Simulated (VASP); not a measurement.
# CsSnI3 (Pm-3m) in VASP: single point with HSE06

Aim: the single point of CsSnI3 with HSE06.

Everything below comes from runs of VASP 6.6.1. Logs are shortened: lines on timing, memory, paths and dates and some standing lists are left out, and cuts for length are marked.

## 1. The cell of the first run

It takes space group Pm-3m (No. 221, cubic). Conventional cell: a = 6.157 Å, b = 6.157 Å, c = 6.157 Å, α = 90.00°, β = 90.00°, γ = 90.00°. Within 5.7 Å of Cs (site symmetry m-3m) lie 12 I at 4.35 Å and 8 Sn at 5.33 Å. Within 4.1 Å of Sn (site symmetry m-3m) lie 6 I at 3.08 Å. I (site symmetry 4/mmm) has 2 Sn at 3.08 Å within 4.1 Å.

## 2. Single point, HSE06

Contents of POSCAR:

```
CsSnI3
1.0
   12.3144620000      0.0000000000      0.0000000000
    0.0000000000     12.3144620000      0.0000000000
    0.0000000000      0.0000000000     12.3144620000
Cs Sn I
8 8 24
Direct
    0.0000000000      0.0000000000      0.0000000000
    0.0000000000      0.0000000000      0.5000000000
    0.0000000000      0.5000000000      0.0000000000
    0.0000000000      0.5000000000      0.5000000000
    0.5000000000      0.0000000000      0.0000000000
    0.5000000000      0.0000000000      0.5000000000
    0.5000000000      0.5000000000      0.0000000000
    0.5000000000      0.5000000000      0.5000000000
    0.2500000000      0.2500000000      0.2500000000
    0.2500000000      0.2500000000      0.7500000000
    0.2500000000      0.7500000000      0.2500000000
    0.2500000000      0.7500000000      0.7500000000
    0.7500000000      0.2500000000      0.2500000000
    0.7500000000      0.2500000000      0.7500000000
    0.7500000000      0.7500000000      0.2500000000
    0.7500000000      0.7500000000      0.7500000000
    0.2500000000      0.2500000000      0.0000000000
    0.2500000000      0.2500000000      0.5000000000
    0.2500000000      0.7500000000      0.0000000000
    0.2500000000      0.7500000000      0.5000000000
    0.7500000000      0.2500000000      0.0000000000
    0.7500000000      0.2500000000      0.5000000000
    0.7500000000      0.7500000000      0.0000000000
    0.7500000000      0.7500000000      0.5000000000
    0.0000000000      0.2500000000      0.2500000000
    0.0000000000      0.2500000000      0.7500000000
    0.0000000000      0.7500000000      0.2500000000
    0.0000000000      0.7500000000      0.7500000000
    0.5000000000      0.2500000000      0.2500000000
    0.5000000000      0.2500000000      0.7500000000
    0.5000000000      0.7500000000      0.2500000000
    0.5000000000      0.7500000000      0.7500000000
    0.2500000000      0.0000000000      0.2500000000
    0.2500000000      0.0000000000      0.7500000000
    0.2500000000      0.5000000000      0.2500000000
    0.2500000000      0.5000000000      0.7500000000
    0.7500000000      0.0000000000      0.2500000000
    0.7500000000      0.0000000000      0.7500000000
    0.7500000000      0.5000000000      0.2500000000
    0.7500000000      0.5000000000      0.7500000000
```

Contents of INCAR.step1:

```
SYSTEM = CsSnI3
  PREC = Accurate
  ENCUT = 520
  EDIFF = 1E-5
  ISMEAR = -1
  SIGMA = 0.05
  LREAL = Auto
  LASPH = .True.
  NELM = 60
  ALGO = Normal
  ISIF = 2
  LWAVE = .True.
  LCHARG = .False.
  NBANDS = 202
  GGA = PE
  LUSENCCL = .False.
```

Contents of INCAR.step2:

```
SYSTEM = CsSnI3
  PREC = Accurate
  ENCUT = 520
  EDIFF = 1E-6
  ISMEAR = -1
  SIGMA = 0.05
  LREAL = Auto
  LASPH = .True.
  NELM = 60
  ALGO = Normal
  ISIF = 2
  LWAVE = .False.
  LCHARG = .False.
  GGA = PE
  LHFCALC = .True.
  HFSCREEN = 0.2079
  PRECFOCK = Fast
  NBANDS = 202
  ISTART = 1
  LUSENCCL = .False.
```

Contents of KPOINTS:

```
regular mesh
0
Gamma
  1 1 1
  0 0 0
```

Potentials or basis: VASP PAW PBE potentials, release 64 (Cs_sv, Sn_d, I).

The run is started by

```bash
$ cat potpaw_PBE.64/Cs_sv/POTCAR potpaw_PBE.64/Sn_d/POTCAR potpaw_PBE.64/I/POTCAR > POTCAR
$ cp INCAR.step1 INCAR
$ mpirun -np 1 vasp_gam > vasp.out
$ cp INCAR.step2 INCAR
$ mpirun -np 1 vasp_gam > vasp.out
```

OUTCAR:

```text
SYSTEM = CsSnI3
   PREC = Accurate
   ENCUT = 520
   EDIFF = 1E-6
   ISMEAR = -1
   LREAL = Auto
   LASPH = .True.
   NELM = 60
   ISIF = 2
   GGA = PE
   LHFCALC = .True.
   HFSCREEN = 0.2079
   PRECFOCK = Fast
   ISTART = 1

 ion  position               nearest neighbor table
   1  0.000  0.000  0.000-
   2  0.000  0.000  0.500-
   3  0.000  0.500  0.000-
   4  0.000  0.500  0.500-
   5  0.500  0.000  0.000-
   6  0.500  0.000  0.500-
   7  0.500  0.500  0.000-
   8  0.500  0.500  0.500-
   9  0.250  0.250  0.250-  17 3.08  18 3.08  25 3.08  29 3.08  33 3.08  35 3.08
  10  0.250  0.250  0.750-  17 3.08  18 3.08  26 3.08  30 3.08  34 3.08  36 3.08
  11  0.250  0.750  0.250-  19 3.08  20 3.08  27 3.08  31 3.08  33 3.08  35 3.08
  12  0.250  0.750  0.750-  19 3.08  20 3.08  28 3.08  32 3.08  34 3.08  36 3.08
  13  0.750  0.250  0.250-  21 3.08  22 3.08  25 3.08  29 3.08  37 3.08  39 3.08
  14  0.750  0.250  0.750-  21 3.08  22 3.08  26 3.08  30 3.08  38 3.08  40 3.08
  15  0.750  0.750  0.250-  23 3.08  24 3.08  27 3.08  31 3.08  37 3.08  39 3.08
  16  0.750  0.750  0.750-  23 3.08  24 3.08  28 3.08  32 3.08  38 3.08  40 3.08
  17  0.250  0.250  0.000-   9 3.08  10 3.08
[... 29 lines left out ...]
 A1 = (  12.3144620000,   0.0000000000,   0.0000000000)
 A2 = (   0.0000000000,  12.3144620000,   0.0000000000)
 A3 = (   0.0000000000,   0.0000000000,  12.3144620000)

Analysis of symmetry for initial positions (statically):
=====================================================================
 Subroutine PRICEL returns following result:

  LATTYP: Found a simple cubic cell.
 ALAT       =     6.1572310000

  Lattice vectors:

 A1 = (   6.1572310000,   0.0000000000,   0.0000000000)
 A2 = (   0.0000000000,   6.1572310000,   0.0000000000)
 A3 = (   0.0000000000,   0.0000000000,   6.1572310000)

   8 primitive cells build up your supercell.

 Routine SETGRP: Setting up the symmetry group for a
 simple cubic supercell.

 Subroutine GETGRP returns: Found 48 space group operations
 (whereof 48 operations were pure point group operations)
 out of a pool of 48 trial point group operations.

The static configuration has the point symmetry O_h .

Analysis of symmetry for dynamics (positions and initial velocities):
=====================================================================
 Subroutine PRICEL returns following result:

  LATTYP: Found a simple cubic cell.
 ALAT       =     6.1572310000

  Lattice vectors:

[... 108 lines left out ...]
   EMIN   =  10.00;   EMAX   =-10.00  energy-range for DOS
   EFERMI =   0.00;   METHOD = LEGACY
   ISMEAR =    -1;   SIGMA  =   0.05  broadening in eV -4-tet -1-fermi 0-gaus
   EFERMI_NEDOS =   21; number of points for ismear=-14 and -15
   IALGO  =     38    algorithm
   IMIX   =      1    mixing-type and parameters
     AMIX     =   0.40;   BMIX     =  1.00
     AMIX_MAG =   1.60;   BMIX_MAG =  1.00
  volume/ion in A,a.u.               =      46.69       315.05
  Fermi-wavevector in a.u.,A,eV,Ry     =   0.938657  1.773805 11.987781  0.881077
  Thomas-Fermi vector in A             =   2.065891
   LORBIT       =      0    0 simple, 1 ext, 2 COOP (PROOUT), +10 PAW based schemes
   GGA     = PE    functional components
   LHFCALC =     T    Hartree Fock is set to
   PRECFOCK=fast      Normal, Fast or Accurate (Low or Medium for compatibility)
   ENCUT4O =  -1.0   cutoff for four orbital integrals eV
   NKREDX  =     1    reduce k-point grid by
   NKREDY  =     1    reduce k-point grid by
   NKREDZ  =     1    reduce k-point grid by
   AEXX    =    0.2500 exact exchange contribution
   HFSCREEN=    0.2079 screening length (either q_TF or 0.3 A-1)
   HFSCREENC=   0.2079 screening length for correlation (either q_TF or 0.3 A-1)
   ENCUTFOCK=  -1.0 apply spherical cutoff to Coloumb kernel
   IVDW    =     0    specifies the selected vdW correction
   LEPSILON=     F    determine dielectric tensor
   LRPA    =     F    only Hartree local field effects (RPA)
 non-spin polarized calculation
  energy-cutoff  :      520.00
  volume of cell :     1867.44
 maximum number of plane-waves:     25151
 NGX is ok and might be reduce to    90
  NGX = 48; NGY = 48; NGZ = 48

 number of electron     351.9999999 magnetization

 Free energy of the ion-electron system (eV)
  ---------------------------------------------------
  ext. energy  EPLUGINS =         0.00000000
  ---------------------------------------------------
  free energy    TOTEN  =      -125.55333193 eV

  energy without entropy =     -125.54966958  energy(sigma->0) =     -125.55150075

 E-fermi :   3.1338     XC(G=0):  -6.3977

 val. band max:        2.8326970989   @ k =   0.0000   0.0000   0.0000
 cond. band min:       3.4899677676   @ k =   0.0000   0.0000   0.0000
 fundamental gap:      0.6572706687
 Fermi energy:         3.1338236797

 k-point     1 :       0.0000    0.0000    0.0000
  band No.  band energies     occupation
      1     -21.8344      2.00000
      2     -21.8344      2.00000
      3     -21.8344      2.00000
      4     -21.8344      2.00000
      5     -21.8344      2.00000
      6     -21.8340      2.00000
[... 180 lines left out ...]
    187       4.3238      0.00000
    188       4.3238      0.00000
 [bands above 188 left out]

------------------------ aborting loop because EDIFF is reached ----------------------------------------

  FORCE on cell =-STRESS in cart. coord.  units (eV):
  Direction    XX          YY          ZZ          XY          YZ          ZX
  --------------------------------------------------------------------------------------
  -------------------------------------------------------------------------------------
  Total       26.3254263     26.3254263     26.3254263      0.0000000     -0.0000000      0.0000000
  in kB       22.5860178     22.5860178     22.5860178      0.0000000     -0.0000000      0.0000000
  external PRESSURE =      22.5860178 kB  Pullay stress =       0.0000000 kB

 VOLUME and BASIS-vectors are now :
 -----------------------------------------------------------------------------
  energy-cutoff  :      520.00
  volume of cell :     1867.44
      direct lattice vectors                 reciprocal lattice vectors
    12.314462000  0.000000000  0.000000000     0.081205334  0.000000000  0.000000000
     0.000000000 12.314462000  0.000000000     0.000000000  0.081205334  0.000000000
     0.000000000  0.000000000 12.314462000     0.000000000  0.000000000  0.081205334

 POSITION                                       TOTAL-FORCE (eV/Angst)
 -----------------------------------------------------------------------------------
      0.00000      0.00000      0.00000         0.000000      0.000000     -0.000000
      0.00000      0.00000      6.15723         0.000000      0.000000      0.000000
      0.00000      6.15723      0.00000        -0.000000     -0.000000      0.000000
      0.00000      6.15723      6.15723         0.000000     -0.000000      0.000000
      6.15723      0.00000      0.00000         0.000000     -0.000000      0.000000
      6.15723      0.00000      6.15723        -0.000000     -0.000000     -0.000000
[... 32 lines left out ...]
      9.23585      6.15723      3.07862        -0.000000     -0.000000     -0.000000
      9.23585      6.15723      9.23585        -0.000000     -0.000000      0.000000
 -----------------------------------------------------------------------------------
    total drift:                               -0.000008      0.000003     -0.000001

  FREE ENERGIE OF THE ION-ELECTRON SYSTEM (eV)
  ---------------------------------------------------
  free  energy   TOTEN  =      -125.5533319263 eV

  energy  without entropy=     -125.5496695774  energy(sigma->0) =     -125.55150075
```

OUTCAR.step1:

```text
SYSTEM = CsSnI3
   PREC = Accurate
   ENCUT = 520
   EDIFF = 1E-5
   ISMEAR = -1
   LREAL = Auto
[... 457 lines left out ...]
      6.15723      0.00000      6.15723         0.000000     -0.000000     -0.000000
[... 32 lines left out ...]
      9.23585      6.15723      3.07862        -0.000000      0.000000      0.000000
      9.23585      6.15723      9.23585         0.000000      0.000000     -0.000000
 -----------------------------------------------------------------------------------
    total drift:                                0.000000      0.000000      0.000000

  FREE ENERGIE OF THE ION-ELECTRON SYSTEM (eV)
  ---------------------------------------------------
  free  energy   TOTEN  =      -103.9477681295 eV

  energy  without entropy=     -103.7834725891  energy(sigma->0) =     -103.86562036
```

It took 12 min on 1 × NVIDIA H100 80GB with 1 thread of Intel Xeon Platinum 8481C at 2.70GHz (Sapphire Rapids), shared host; peak memory 2 GiB.

Results:

| Quantity | Value |
| --- | --- |
| Free energy | -125.5533 eV |
| Pressure | 2.3 GPa |
| Band gap on the k mesh | 0.66 eV |

Caveat: the k points lie up to 0.51 Å⁻¹ apart; the PAW data sets were made with another functional, which shifts forces and pressure a little; spin-orbit coupling is left out, which moves the levels of the heavy elements; an odd mesh through Γ misses points on the zone boundary, where band edges can lie.
